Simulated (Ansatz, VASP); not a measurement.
Two plane-wave programs on GaAs

```
CELL_PARAMETERS angstrom
0.00000 2.80154 2.80154
2.80154 0.00000 2.80154
2.80154 2.80154 0.00000
ATOMIC_POSITIONS crystal
Ga 0.00000 0.00000 0.00000
As 0.75000 0.75000 0.75000
```

Alike in both runs: functional LDA; k mesh 12 × 12 × 12; no spin polarisation.

Ansatz relaxed the structure, and its values are those at the end. VASP's run is a single point on that final structure, the one shown.

|  | VASP | Ansatz |
| --- | --- | --- |
| version | VASP 6.6.1 | Ansatz 0.2.0 |
| potentials or method | VASP PAW LDA potentials, release 64 (Ga_d, As), cutoff 520 eV | scalar-relativistic, plane waves, PAW |
| occupations | gaussian, width 0.01 eV | fixed |
| valence electrons in the cell | 18 | 28 |

|  | VASP | Ansatz | Ansatz less VASP |
| --- | --- | --- | --- |
| gap on the k mesh at the Fermi level (eV) | 0.54 | 0.49 | -0.045 |
| least direct gap on the mesh (eV) | 0.54 | 0.49 | -0.045 |
| pressure (GPa) | 0.3 | 0.0 | -0.32 |

Ansatz warns that its potentials were made for another functional, while VASP's fit it. LDA's correlation is that of Perdew and Zunger in VASP and of Perdew and Wang (1992) in Ansatz. VASP's potentials hold 18 valence electrons a cell and Ansatz's 28, so a difference there can come from the potentials and not from the codes.
